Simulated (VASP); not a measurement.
# Mo (Immm) in VASP: a series of runs

The runs below take Mo through single point, with PBE.

Everything below comes from runs of VASP 6.6.1. Logs are shortened: lines on timing, memory, paths and dates and some standing lists are left out, and cuts for length are marked.

## (1) The cell of the first run

It takes space group Immm (No. 71, orthorhombic). The conventional cell has a = 2.744 Å, b = 3.044 Å, c = 3.693 Å, α = 90.00°, β = 90.00°, γ = 90.00°. Mo (site symmetry mmm) has 12 Mo at 2.74 to 3.04 Å within 3.6 Å.

## (2) Single point, PBE

Input file INCAR:

```
SYSTEM = Mo
ALGO     = Fast           ! electronic algorithm
EDIFF    = 1E-6           ! SCF threshold, eV
ENCUT    = 520            ! plane-wave cutoff, eV
GGA      = PE             ! functional
ISIF     = 2              ! what is computed and relaxed
ISMEAR   = 0              ! smearing method
LASPH    = .TRUE.         ! aspherical terms in the spheres
LCHARG   = .TRUE.         ! write CHGCAR
LELF     = .TRUE.         ! ELF
LREAL    = .FALSE.        ! projectors in reciprocal space
LVHAR    = .TRUE.       
LWAVE    = .FALSE.        ! write WAVECAR
NBANDS   = 13             ! bands
NELM     = 80             ! most SCF steps
PREC     = Accurate       ! precision mode
SIGMA    = 0.15           ! smearing width, eV
```

Input file KPOINTS:

```
k-points
0
G
  20 20 20
  0 0 0
```

Input file POSCAR:

```
Mo
1.0
   -1.3721961392      1.8462663203      1.5222393515
    1.3721961392     -1.8462663203      1.5222393515
    1.3721961392      1.8462663203     -1.5222393515
Mo
1
Direct
    0.0000000000      0.0000000000      0.0000000000
```

Potentials or basis: VASP PAW PBE potentials, release 64 (Mo_sv).

Launch:

```sh
$ cat potpaw_PBE.64/Mo_sv/POTCAR > POTCAR
$ mpirun -np 1 vasp_std > vasp.out
```

OUTCAR:

```text
SYSTEM = Mo
   EDIFF = 1E-6
   ENCUT = 520
   GGA = PE
   ISIF = 2
   ISMEAR = 0
   LASPH = .TRUE.
   LREAL = .FALSE.
   NELM = 80
   PREC = Accurate

 ion  position               nearest neighbor table
   1  0.000  0.000  0.000-

  LATTYP: Found a body centered orthorhombic cell.
 ALAT       =     2.7443922784
 B/A-ratio  =     1.1093453101
 C/A-ratio  =     1.3454828122

  Lattice vectors:

 A1 = (   1.3721961392,  -1.8462663203,  -1.5222393515)
 A2 = (  -1.3721961392,  -1.8462663203,   1.5222393515)
 A3 = (  -1.3721961392,   1.8462663203,  -1.5222393515)

Analysis of symmetry for initial positions (statically):
=====================================================================
 Subroutine PRICEL returns:
 Original cell was already a primitive cell.

 Routine SETGRP: Setting up the symmetry group for a
 body centered orthorhombic supercell.

 Subroutine GETGRP returns: Found  8 space group operations
 (whereof  8 operations were pure point group operations)
 out of a pool of  8 trial point group operations.

The static configuration has the point symmetry D_2h.

Analysis of symmetry for dynamics (positions and initial velocities):
=====================================================================
 Subroutine PRICEL returns:
 Original cell was already a primitive cell.

 Routine SETGRP: Setting up the symmetry group for a
 body centered orthorhombic supercell.

 Subroutine GETGRP returns: Found  8 space group operations
 (whereof  8 operations were pure point group operations)
 out of a pool of  8 trial point group operations.

The dynamic configuration has the point symmetry D_2h.

 Subroutine INISYM returns: Found  8 space group operations
 (whereof  8 operations are pure point group operations),
 and found     1 'primitive' translations

----------------------------------------------------------------------------------------

                                     Primitive cell

  volume of cell :      15.4260

  direct lattice vectors                    reciprocal lattice vectors
    -1.372196139  1.846266320  1.522239351     0.000000000  0.270816834  0.328463457
     1.372196139 -1.846266320  1.522239351     0.364379396  0.000000000  0.328463457
     1.372196139  1.846266320 -1.522239351     0.364379396  0.270816834  0.000000000

  length of vectors
     2.758411538  2.758411538  2.758411538     0.425711170  0.490571694  0.453997909

  position of ions in fractional coordinates (direct lattice)
     0.000000000  0.000000000  0.000000000

  ion indices of the primitive-cell ions
   primitive index   ion index
                 1           1

----------------------------------------------------------------------------------------

 KPOINTS: k-points

Automatic generation of k-mesh.
 Grid dimensions read from file:
 generate k-points for:   20   20   20

 Generating k-lattice:

  Cartesian coordinates                     Fractional coordinates (reciprocal lattice)
     0.000000000  0.013540842  0.016423173     0.050000000  0.000000000 -0.000000000
     0.018218970  0.000000000  0.016423173     0.000000000  0.050000000 -0.000000000
     0.018218970  0.013540842  0.000000000     0.000000000  0.000000000  0.050000000

  Length of vectors
     0.021285559  0.024528585  0.022699895

  Shift w.r.t. Gamma in fractional coordinates (k-lattice)
     0.000000000  0.000000000  0.000000000

 Subroutine IBZKPT returns following result:
 ===========================================

 Found   1166 irreducible k-points:

 Following reciprocal coordinates:
            Coordinates               Weight
  0.000000  0.000000  0.000000      1.000000
  0.050000  0.000000 -0.000000      4.000000
  0.100000  0.000000 -0.000000      4.000000
  0.150000  0.000000 -0.000000      4.000000
  0.200000  0.000000 -0.000000      4.000000
  0.250000  0.000000 -0.000000      4.000000
[... 16 lines left out ...]
 -0.450000  0.050000  0.000000      8.000000
 -0.400000  0.050000  0.000000      8.000000
 [... further k-points ...]
   k-points           NKPTS =   1166   k-points in BZ     NKDIM =   1166   number of bands    NBANDS=     13
   number of dos      NEDOS =    301   number of ions     NIONS =      1
   total plane-waves  NPLWV =  13824
   dimension x,y,z NGX =    24 NGY =   24 NGZ =   24
   dimension x,y,z NGXF=    48 NGYF=   48 NGZF=   48
   ions per type =               1
   NGX,Y,Z   is equivalent  to a cutoff of  14.46, 14.46, 14.46 a.u.
   NGXF,Y,Z  is equivalent  to a cutoff of  28.93, 28.93, 28.93 a.u.
 SYSTEM =  Mo
   PREC   = accura    normal or accurate (medium, high low for compatibility)
   ISTART =      0    job   : 0-new  1-cont  2-samecut
   ICHARG =      2    charge: 1-file 2-atom 10-const
   ISPIN  =      1    spin polarized calculation?
   LNONCOLLINEAR =      F non collinear calculations
   LSORBIT =      F    spin-orbit coupling
   LASPH  =      T    aspherical Exc in radial PAW
   ENCUT  =  520.0 eV  38.22 Ry    6.18 a.u.   5.13  5.13  5.13*2*pi/ulx,y,z
   NELM   =     80;   NELMIN=  2; NELMDL= -5     # of ELM steps
   EDIFF  = 0.1E-05   stopping-criterion for ELM
   LREAL  =      F    real-space projection
   EDIFFG = 0.1E-04   stopping-criterion for IOM
   NSW    =      0    number of steps for IOM
   IBRION =     -1    ionic relax: 0-MD 1-quasi-New 2-CG
   NFREE  =      0    steps in history (QN), initial steepest desc. (CG)
   ISIF   =      2    stress and relaxation
   ISYM   =      2    0-nonsym 1-usesym 2-fastsym
   POTIM  = 0.5000    time-step for ionic-motion
   TEBEG  =    0.0;   TEEND  =   0.0 temperature during run
   PSTRESS=    0.0 pullay stress
   NELECT =      14.0000    total number of electrons
   NUPDOWN=      -1.0000    fix difference up-down
   EMIN   =  10.00;   EMAX   =-10.00  energy-range for DOS
   EFERMI =   0.00;   METHOD = LEGACY
   ISMEAR =     0;   SIGMA  =   0.15  broadening in eV -4-tet -1-fermi 0-gaus
   EFERMI_NEDOS =   21; number of points for ismear=-14 and -15
   IALGO  =     68    algorithm
   IMIX   =      4    mixing-type and parameters
     AMIX     =   0.40;   BMIX     =  1.00
     AMIX_MAG =   1.60;   BMIX_MAG =  1.00
  volume/ion in A,a.u.               =      15.43       104.10
  Fermi-wavevector in a.u.,A,eV,Ry     =   1.585014  2.995242 34.181487  2.512268
  Thomas-Fermi vector in A             =   2.684543
   LORBIT       =      0    0 simple, 1 ext, 2 COOP (PROOUT), +10 PAW based schemes
   GGA     = PE    functional components
   LHFCALC =     F    Hartree Fock is set to
   AEXX    =    0.0000 exact exchange contribution
   IVDW    =     0    specifies the selected vdW correction
   LEPSILON=     F    determine dielectric tensor
   LRPA    =     F    only Hartree local field effects (RPA)
 non-spin polarized calculation
 RMM-DIIS sequential band-by-band and
 Gauss-broadening in eV      SIGMA  =   0.15
  energy-cutoff  :      520.00
  volume of cell :       15.43
 maximum number of plane-waves:       428
 NGX is ok and might be reduce to    24
   NGX = 11   NGY = 11   NGZ = 11

 number of electron      14.0000001 magnetization

 Free energy of the ion-electron system (eV)
  ---------------------------------------------------
  ext. energy  EPLUGINS =         0.00000000
  ---------------------------------------------------
  free energy    TOTEN  =       -10.54533685 eV

  energy without entropy =      -10.53416860  energy(sigma->0) =      -10.53975272

 E-fermi :  12.5718     XC(G=0): -13.4448

 val. band max:       12.5701458433   @ k =   0.2000  -0.1000   0.1000
 cond. band min:      12.5739439108   @ k =  -0.3500   0.1000   0.0500
 fundamental gap:      0.0037980676
 Fermi energy:        12.5718036006

 k-point     1 :       0.0000    0.0000    0.0000
  band No.  band energies     occupation
      1     -48.3649      2.00000
      2     -21.7321      2.00000
      3     -21.6129      2.00000
      4     -21.4639      2.00000
      5       5.5470      2.00000
      6      10.4993      2.00000
      7      12.1286      1.99997
      8      12.1851      1.99973
      9      13.6464      0.00000
     10      15.2427      0.00000
     11      25.6974      0.00000
     12      28.6910      0.00000
     13      31.1879      0.00000

 k-point     2 :       0.0500    0.0000   -0.0000
  band No.  band energies     occupation
      1     -48.3593      2.00000
      2     -21.7542      2.00000
      3     -21.6277      2.00000
      4     -21.4704      2.00000
      5       5.6477      2.00000
      6      10.5096      2.00000
      7      12.1438      1.99995
      8      12.1675      1.99986
      9      13.6451      0.00000
     10      15.1972      0.00000
     11      25.8738      0.00000
     12      28.6676      0.00000
     13      31.3452      0.00000

 k-point     3 :       0.1000    0.0000   -0.0000
  band No.  band energies     occupation
      1     -48.3430      2.00000
      2     -21.8399      2.00000
      3     -21.6487      2.00000
      4     -21.4891      2.00000
      5       5.9376      2.00000
      6      10.5314      2.00000
      7      12.0481      2.00000
      8      12.2552      1.99717
      9      13.6740      0.00000
     10      15.0767      0.00000
     11      26.3641      0.00000
     12      28.4824      0.00000
     13      31.8087      0.00000

 k-point     4 :       0.1500    0.0000   -0.0000
  band No.  band energies     occupation
      1     -48.3175      2.00000
      2     -21.9939      2.00000
      3     -21.6586      2.00000
      4     -21.5183      2.00000
      5       6.3761      2.00000
      6      10.5499      2.00000
      7      11.9629      2.00000
      8      12.3093      1.98667
      9      13.8236      0.00000
     10      14.9245      0.00000
     11      27.0257      0.00000
     12      28.0101      0.00000
     13      32.5554      0.00000

 k-point     5 :       0.2000    0.0000   -0.0000
  band No.  band energies     occupation
      1     -48.2851      2.00000
      2     -22.1925      2.00000
      3     -21.6627      2.00000
      4     -21.5548      2.00000
      5       6.8847      2.00000
      6      10.5910      2.00000
      7      11.9353      2.00000
      8      12.2597      1.99674
      9      14.1716      0.00000
     10      14.7985      0.00000
     11      27.0672      0.00000
     12      27.9182      0.00000
     13      33.5519      0.00000
[... 257 lines left out ...]
 k-point    22 :       0.5000    0.0500   -0.0000
  band No.  band energies     occupation
      1     -48.1286      2.00000
      2     -23.0690      2.00000
      3     -21.7493      2.00000
      4     -21.6763      2.00000
      5       7.7332      2.00000
      6      11.4839      2.00000
      7      11.8096      2.00000
      8      13.2034      0.00000
      9      15.3967      0.00000
     10      17.3697      0.00000
     11      23.5851      0.00000
     12      25.8624      0.00000
     13      31.9403      0.00000

 k-point    23 :      -0.4500    0.0500    0.0000
  band No.  band energies     occupation
      1     -48.1407      2.00000
      2     -23.0023      2.00000
      3     -21.7386      2.00000
      4     -21.6719      2.00000
      5       7.7686      2.00000
      6      11.5605      2.00000
      7      11.8530      2.00000
      8      12.7070      0.20245
      9      15.2269      0.00000
     10      17.0847      0.00000
     11      24.0121      0.00000
     12      26.2431      0.00000
     13      32.4108      0.00000

 k-point    24 :      -0.4000    0.0500    0.0000
  band No.  band energies     occupation
      1     -48.1631      2.00000
      2     -22.8782      2.00000
      3     -21.7181      2.00000
      4     -21.6661      2.00000
      5       7.8055      2.00000
      6      11.6766      2.00000
      7      11.7902      2.00000
      8      12.1516      1.99993
      9      14.9512      0.00000
     10      16.5608      0.00000
     11      24.6322      0.00000
     12      26.9456      0.00000
     13      33.3195      0.00000

 [... further k-points ...]
[... 5 lines left out ...]
  --------------------------------------------------------------------------------------
  -------------------------------------------------------------------------------------
  Total        2.1912304      0.0591782      1.0518728      0.0000000      0.0000000      0.0000000
  in kB      227.5857933      6.1463743    109.2497243      0.0000000      0.0000000      0.0000000
  external PRESSURE =     114.3272973 kB  Pullay stress =       0.0000000 kB

 VOLUME and BASIS-vectors are now :
 -----------------------------------------------------------------------------
  energy-cutoff  :      520.00
  volume of cell :       15.43
      direct lattice vectors                 reciprocal lattice vectors
    -1.372196139  1.846266320  1.522239351     0.000000000  0.270816834  0.328463457
     1.372196139 -1.846266320  1.522239351     0.364379396  0.000000000  0.328463457
     1.372196139  1.846266320 -1.522239351     0.364379396  0.270816834  0.000000000

 POSITION                                       TOTAL-FORCE (eV/Angst)
 -----------------------------------------------------------------------------------
      0.00000      0.00000      0.00000         0.000000      0.000000      0.000000
 -----------------------------------------------------------------------------------
    total drift:                                0.000000      0.000000      0.000000

  FREE ENERGIE OF THE ION-ELECTRON SYSTEM (eV)
  ---------------------------------------------------
  free  energy   TOTEN  =       -10.5453368478 eV

  energy  without entropy=      -10.5341685995  energy(sigma->0) =      -10.53975272
```

Run time: 6.5 min. Hardware: 1 thread of AMD EPYC 7R43 (Zen 3), shared host; peak memory 0.28 GiB.

Results:

```
Free energy            : -10.5453 eV
Pressure               : 11.4 GPa
Band gap on the k mesh : zero (band 7 reaches 16.60 eV, above the bottom of band 8 at 11.53 eV)
```

Levels at points of the mesh, in eV from the Fermi level:
| k point | band 4 | band 5 | band 6 | band 7 | band 8 | band 9 | band 10 | band 11 |
| --- | --- | --- | --- | --- | --- | --- | --- | --- |
| (0.00, 0.00, 0.00) | -34.04 | -7.02 | -2.07 | -0.44 | -0.39 | 1.07 | 2.67 | 13.13 |
| (0.50, 0.00, 0.00) | -34.24 | -4.95 | -1.02 | -0.82 | 1.03 | 2.74 | 4.61 | 11.00 |
| (0.00, 0.50, 0.00) | -34.53 | -5.35 | -4.53 | 3.20 | 3.45 | 4.59 | 4.99 | 12.37 |
| (0.50, 0.50, 0.00) | -34.34 | -5.06 | -2.61 | 0.04 | 2.09 | 4.23 | 4.33 | 12.18 |
| (0.50, 0.50, 0.50) | -34.61 | -5.48 | -4.88 | 4.03 | 4.60 | 4.75 | 5.51 | 10.16 |

Caveat: the cell differs from its parent crystal (strain +e along x and -e along y -0.1500, strain +e along z and -e/2 along x and y -0.0367).

(Part 1 of 2 ends here.)
